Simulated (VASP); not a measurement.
# As in VASP: a series of runs, part 2 of 2

VASP 6.6.1. Earlier steps stand in the parts before.

## 3. Single point, PBE+D3(BJ)

This run uses another cell than the first one.

Input file INCAR:

```
SYSTEM = As
PREC = Accurate
ENCUT = 400
EDIFF = 1E-6
ISMEAR = 0
SIGMA = 0.02
LREAL = .FALSE.
LASPH = .TRUE.
NELM = 120
ALGO = Normal
ISIF = 2
LWAVE = .FALSE.
LCHARG = .FALSE.
LDIPOL = .TRUE.
IDIPOL = 3
DIPOL = 0.5 0.5 0.500
GGA = PE
IVDW = 12
NBANDS = 22
GGA_COMPAT = .FALSE.
NELMDL = -8
```

Input file KPOINTS:

```
regular mesh
0
G
  9 9 1
  0 0 0
```

Input file POSCAR:

```
As
1.0
    3.4060000000      0.0000000000      0.0000000000
   -1.7030000000      2.9496825253      0.0000000000
    0.0000000000      0.0000000000     28.5742413766
As
2
Direct
    0.3333333333      0.6666666667      0.5000000000
    0.6666666667      0.3333333333      0.5000000000
```

Potentials or basis: VASP PAW PBE potentials, release 64 (As_d).

Run with:

```sh
> cat potpaw_PBE.64/As_d/POTCAR > POTCAR
> mpirun -np 1 vasp_std > vasp.out
```

OUTCAR:

```text
SYSTEM = As
   PREC = Accurate
   ENCUT = 400
   EDIFF = 1E-6
   ISMEAR = 0
   LREAL = .FALSE.
   LASPH = .TRUE.
   NELM = 120
   ISIF = 2
   GGA = PE
   IVDW = 12
   NELMDL = -8
 IVDW          = 12

 ion  position               nearest neighbor table
   1  0.333  0.667  0.500-   2 1.97   2 1.97   2 1.97
   2  0.667  0.333  0.500-   1 1.97   1 1.97   1 1.97

  LATTYP: Found a hexagonal cell.
 ALAT       =     3.4060000000
 C/A-ratio  =     8.3893838452

  Lattice vectors:

 A1 = (   3.4060000000,   0.0000000000,   0.0000000000)
 A2 = (  -1.7030000000,   2.9496825253,   0.0000000000)
 A3 = (   0.0000000000,   0.0000000000,  28.5742413766)

Analysis of symmetry for initial positions (statically):
=====================================================================
 Subroutine PRICEL returns:
 Original cell was already a primitive cell.

 Routine SETGRP: Setting up the symmetry group for a
 hexagonal supercell.

 Subroutine GETGRP returns: Found 24 space group operations
 (whereof 24 operations were pure point group operations)
 out of a pool of 24 trial point group operations.

The static configuration has the point symmetry D_6h.

Analysis of symmetry for dynamics (positions and initial velocities):
=====================================================================
 Subroutine PRICEL returns:
 Original cell was already a primitive cell.

 Routine SETGRP: Setting up the symmetry group for a
 hexagonal supercell.

 Subroutine GETGRP returns: Found 24 space group operations
 (whereof 24 operations were pure point group operations)
 out of a pool of 24 trial point group operations.

The dynamic configuration has the point symmetry D_6h.

 Subroutine INISYM returns: Found 24 space group operations
 (whereof 24 operations are pure point group operations),
 and found     1 'primitive' translations

----------------------------------------------------------------------------------------

                                     Primitive cell

  volume of cell :     287.0745

  direct lattice vectors                    reciprocal lattice vectors
     3.406000000  0.000000000  0.000000000     0.293599530  0.169509768  0.000000000
    -1.703000000  2.949682525  0.000000000     0.000000000  0.339019536  0.000000000
     0.000000000  0.000000000 28.574241377     0.000000000  0.000000000  0.034996555

  length of vectors
     3.406000000  3.406000000 28.574241377     0.339019536  0.339019536  0.034996555

  position of ions in fractional coordinates (direct lattice)
     0.333333333  0.666666667  0.500000000
     0.666666667  0.333333333  0.500000000

  ion indices of the primitive-cell ions
   primitive index   ion index
                 1           1
                 2           2

----------------------------------------------------------------------------------------

 KPOINTS: regular mesh

Automatic generation of k-mesh.
 Grid dimensions read from file:
 generate k-points for:    9    9    1

 Generating k-lattice:

  Cartesian coordinates                     Fractional coordinates (reciprocal lattice)
     0.032622170  0.018834419  0.000000000     0.111111111  0.000000000  0.000000000
     0.000000000  0.037668837  0.000000000     0.000000000  0.111111111  0.000000000
     0.000000000  0.000000000  0.034996555     0.000000000  0.000000000  1.000000000

  Length of vectors
     0.037668837  0.037668837  0.034996555

  Shift w.r.t. Gamma in fractional coordinates (k-lattice)
     0.000000000  0.000000000  0.000000000

 Subroutine IBZKPT returns following result:
 ===========================================

 Found     12 irreducible k-points:

 Following reciprocal coordinates:
            Coordinates               Weight
  0.000000  0.000000  0.000000      1.000000
  0.111111 -0.000000  0.000000      6.000000
  0.222222  0.000000  0.000000      6.000000
  0.333333 -0.000000  0.000000      6.000000
  0.444444  0.000000  0.000000      6.000000
  0.111111  0.111111  0.000000      6.000000
  0.222222  0.111111  0.000000     12.000000
  0.333333  0.111111  0.000000     12.000000
  0.444444  0.111111  0.000000      6.000000
  0.222222  0.222222  0.000000      6.000000
  0.333333  0.222222  0.000000     12.000000
  0.333333  0.333333  0.000000      2.000000
   k-points           NKPTS =     12   k-points in BZ     NKDIM =     12   number of bands    NBANDS=     22
   number of dos      NEDOS =    301   number of ions     NIONS =      2
   total plane-waves  NPLWV = 110592
   dimension x,y,z NGX =    24 NGY =   24 NGZ =  192
   dimension x,y,z NGXF=    48 NGYF=   48 NGZF=  384
   ions per type =               2
   NGX,Y,Z   is equivalent  to a cutoff of  11.71, 11.71, 11.17 a.u.
   NGXF,Y,Z  is equivalent  to a cutoff of  23.43, 23.43, 22.34 a.u.
 SYSTEM =  As
   PREC   = accura    normal or accurate (medium, high low for compatibility)
   ISTART =      0    job   : 0-new  1-cont  2-samecut
   ICHARG =      2    charge: 1-file 2-atom 10-const
   ISPIN  =      1    spin polarized calculation?
   LNONCOLLINEAR =      F non collinear calculations
   LSORBIT =      F    spin-orbit coupling
   LASPH  =      T    aspherical Exc in radial PAW
   ENCUT  =  400.0 eV  29.40 Ry    5.42 a.u.   5.55  5.55 46.60*2*pi/ulx,y,z
   NELM   =    120;   NELMIN=  2; NELMDL= -8     # of ELM steps
   EDIFF  = 0.1E-05   stopping-criterion for ELM
   LREAL  =      F    real-space projection
   EDIFFG = 0.1E-04   stopping-criterion for IOM
   NSW    =      0    number of steps for IOM
   IBRION =     -1    ionic relax: 0-MD 1-quasi-New 2-CG
   NFREE  =      0    steps in history (QN), initial steepest desc. (CG)
   ISIF   =      2    stress and relaxation
   ISYM   =      2    0-nonsym 1-usesym 2-fastsym
   POTIM  = 0.5000    time-step for ionic-motion
   TEBEG  =    0.0;   TEEND  =   0.0 temperature during run
   PSTRESS=    0.0 pullay stress
   NELECT =      30.0000    total number of electrons
   NUPDOWN=      -1.0000    fix difference up-down
   EMIN   =  10.00;   EMAX   =-10.00  energy-range for DOS
   EFERMI =   0.00;   METHOD = LEGACY
   ISMEAR =     0;   SIGMA  =   0.02  broadening in eV -4-tet -1-fermi 0-gaus
   EFERMI_NEDOS =   21; number of points for ismear=-14 and -15
   IALGO  =     38    algorithm
   IMIX   =      4    mixing-type and parameters
     AMIX     =   0.40;   BMIX     =  1.00
     AMIX_MAG =   1.60;   BMIX_MAG =  1.00
  volume/ion in A,a.u.               =     143.54       968.64
  Fermi-wavevector in a.u.,A,eV,Ry     =   0.771111  1.457189  8.090195  0.594613
  Thomas-Fermi vector in A             =   1.872459
   LORBIT       =      0    0 simple, 1 ext, 2 COOP (PROOUT), +10 PAW based schemes
   GGA     = PE    functional components
   LHFCALC =     F    Hartree Fock is set to
   AEXX    =    0.0000 exact exchange contribution
   IVDW    =    12    specifies the selected vdW correction
   LEPSILON=     F    determine dielectric tensor
   LRPA    =     F    only Hartree local field effects (RPA)
 non-spin polarized calculation
 Gauss-broadening in eV      SIGMA  =   0.02
  energy-cutoff  :      400.00
  volume of cell :      287.07
 maximum number of plane-waves:      5281
 NGX is ok and might be reduce to    24
   NGX = 11   NGY = 11   NGZ = 93

 dipolmoment           0.000000      0.000000      0.000000 electrons x Angstroem

 number of electron      30.0000064 magnetization

 dipolmoment           0.000000      0.000000     -0.000000 electrons x Angstroem

 Free energy of the ion-electron system (eV)
  ---------------------------------------------------
  ext. energy  EPLUGINS =         0.00000000
  ---------------------------------------------------
  free energy    TOTEN  =        -1.68786090 eV

  energy without entropy =       -1.68786090  energy(sigma->0) =       -1.68786090

 E-fermi :  -2.2869     XC(G=0):  -1.7726

 val. band max:       -2.3995354033   @ k =   0.3333   0.1111   0.0000
 cond. band min:      -2.1758943826   @ k =   0.1111  -0.0000   0.0000
 fundamental gap:      0.2236410207
 Fermi energy:        -2.2869386521

 k-point     1 :       0.0000    0.0000    0.0000
  band No.  band energies     occupation
      1     -40.0468      2.00000
      2     -40.0468      2.00000
      3     -39.8916      2.00000
      4     -39.7530      2.00000
      5     -39.7530      2.00000
      6     -39.6874      2.00000
[... 274 lines left out ...]
      6     -39.5801      2.00000
[... 14 lines left out ...]
     21       5.1224      0.00000
     22       5.9995      0.00000

------------------------ aborting loop because EDIFF is reached ----------------------------------------

 vacuum level on the upper side and lower side of the slab       (xc-potential included)        -0.005        -0.005

 Edisp (eV)   -0.48941

 E8    (eV) :    -0.2220

  FORCE on cell =-STRESS in cart. coord.  units (eV):
  Direction    XX          YY          ZZ          XY          YZ          ZX
  --------------------------------------------------------------------------------------
  -------------------------------------------------------------------------------------
  Total      32.03327    32.03327    -0.07699     0.00000    -0.00000     0.00000
  in kB     178.77928   178.77928    -0.42969     0.00000    -0.00000     0.00000
  external pressure =      119.04 kB  Pullay stress =        0.00 kB

 VOLUME and BASIS-vectors are now :
 -----------------------------------------------------------------------------
  energy-cutoff  :      400.00
  volume of cell :      287.07
      direct lattice vectors                 reciprocal lattice vectors
     3.406000000  0.000000000  0.000000000     0.293599530  0.169509768  0.000000000
    -1.703000000  2.949682525  0.000000000     0.000000000  0.339019536  0.000000000
     0.000000000  0.000000000 28.574241377     0.000000000  0.000000000  0.034996555

 POSITION                                       TOTAL-FORCE (eV/Angst)
 -----------------------------------------------------------------------------------
     -0.00000      1.96646     14.28712         0.000000      0.000000      0.000000
      1.70300      0.98323     14.28712        -0.000000      0.000000      0.000000
 -----------------------------------------------------------------------------------
    total drift:                                0.000000     -0.000000      0.000000

  FREE ENERGIE OF THE ION-ELECTRON SYSTEM (eV)
  ---------------------------------------------------
  free  energy   TOTEN  =        -2.1772664413 eV

  energy  without entropy=       -2.1772664413  energy(sigma->0) =       -2.17726644

 vacuum level on the upper side and lower side of the slab         1.128         1.128
```

OSZICAR:

```text
N       E                     dE             d eps       ncg     rms          rms(c)
DAV:   1     0.252854615450E+03    0.25285E+03   -0.15152E+04   664   0.290E+03
DAV:   2     0.387659336139E+02   -0.21409E+03   -0.20207E+03   586   0.721E+02
DAV:   3     0.252868718870E+00   -0.38513E+02   -0.38290E+02   814   0.153E+02
[... 16 lines left out ...]
DAV:  20    -0.168784816051E+01   -0.38389E-04   -0.25640E-06   496   0.461E-03    0.457E-04
DAV:  21    -0.168785528793E+01   -0.71274E-05   -0.84092E-08   424   0.295E-03    0.304E-04
DAV:  22    -0.168785953869E+01   -0.42508E-05   -0.75305E-08   416   0.193E-03    0.203E-04
DAV:  23    -0.168786059609E+01   -0.10574E-05   -0.12788E-08   400   0.137E-03    0.862E-05
DAV:  24    -0.168786089720E+01   -0.30111E-06   -0.53708E-09   396   0.929E-04
   1 F= -.21772664E+01 E0= -.21772664E+01  d E =-.637788E-16
```

Run time: 2.2 min. Hardware: 1 thread of AMD EPYC 7R43 (Zen 3), shared host; peak memory 0.26 GiB.

Results:

- Free energy: -2.1773 eV
- Band gap on the k mesh: zero (bands 15 and 16 overlap by 2.20 eV)
- Dispersion energy per atom: -0.245 eV

Levels at points of the mesh, in eV from the Fermi level:
```tsv
k point	band 11	band 12	band 13	band 14	band 15	band 16	band 17	band 18	band 19	band 20
(0.00, 0.00, 0.00)	-19.09	-7.18	-5.15	-5.15	-0.62	1.34	1.34	1.66	3.10	3.44
```

## 4. Single point, PBE+D3(BJ)

This run uses another cell than the first one.

Input file INCAR:

```
PREC = Accurate ; ENCUT = 400
EDIFF = 1E-6 ; ISMEAR = 0
SIGMA = 0.02 ; LREAL = F
LASPH = T ; NELM = 120
ALGO = Normal ; ISIF = 2
LWAVE = F ; LCHARG = F
LDIPOL = T ; IDIPOL = 3
DIPOL = 0.5 0.5 0.500 ; GGA = PE
IVDW = 12 ; NBANDS = 22
GGA_COMPAT = F ; NELMDL = -8
```

Input file KPOINTS:

```
regular mesh
0
Gamma
  9 9 1
```

Input file POSCAR:

```
As
1.0
    3.5780000000      0.0000000000      0.0000000000
   -1.7890000000      3.0986388948      0.0000000000
    0.0000000000      0.0000000000     28.5742413766
As
2
Direct
    0.3333333333      0.6666666667      0.5000000000
    0.6666666667      0.3333333333      0.5000000000
```

Run with:

```sh
> cat potpaw_PBE.64/As_d/POTCAR > POTCAR
> mpirun -np 1 vasp_std > vasp.out
```

Run time: 75 s. Hardware: 1 thread of AMD EPYC 7R13 (Zen 3), shared host; peak memory 0.3 GiB.

Results (log left out):

| Property | Result |
| --- | --- |
| Free energy | -4.8447 eV |
| Band gap on the k mesh | zero (bands 15 and 16 overlap by 0.97 eV) |
| Dispersion energy per atom | -0.221 eV |

Levels at points of the mesh, in eV from the Fermi level:
| k point | band 13 | band 14 | band 15 | band 16 | band 17 | band 18 |
| --- | --- | --- | --- | --- | --- | --- |
| (0.00, 0.00, 0.00) | -4.70 | -4.70 | -1.91 | 1.55 | 1.55 | 2.32 |

## 5. Overview

| cell | gap on the mesh (eV) |
| --- | --- |
| a = 3.348, b = 3.348, c = 28.574 Å, angles 90.0, 90.0, 120.0°, 2 atoms | none |
| a = 3.406, b = 3.406, c = 28.574 Å, angles 90.0, 90.0, 120.0°, 2 atoms | none |
| a = 3.578, b = 3.578, c = 28.574 Å, angles 90.0, 90.0, 120.0°, 2 atoms | none |

Alike in all rows: task single point; level PBE+D3(BJ); potentials or basis VASP PAW PBE potentials, release 64 (As_d); no spin polarisation; k mesh 9 × 9 × 1; cutoff (eV) 400; smearing gaussian 0.02 eV.

Total energies depend on the potentials used, so only differences within one code and one set of settings carry meaning.

The gap in the log of VASP goes by the Fermi energy; the results here count the filled bands.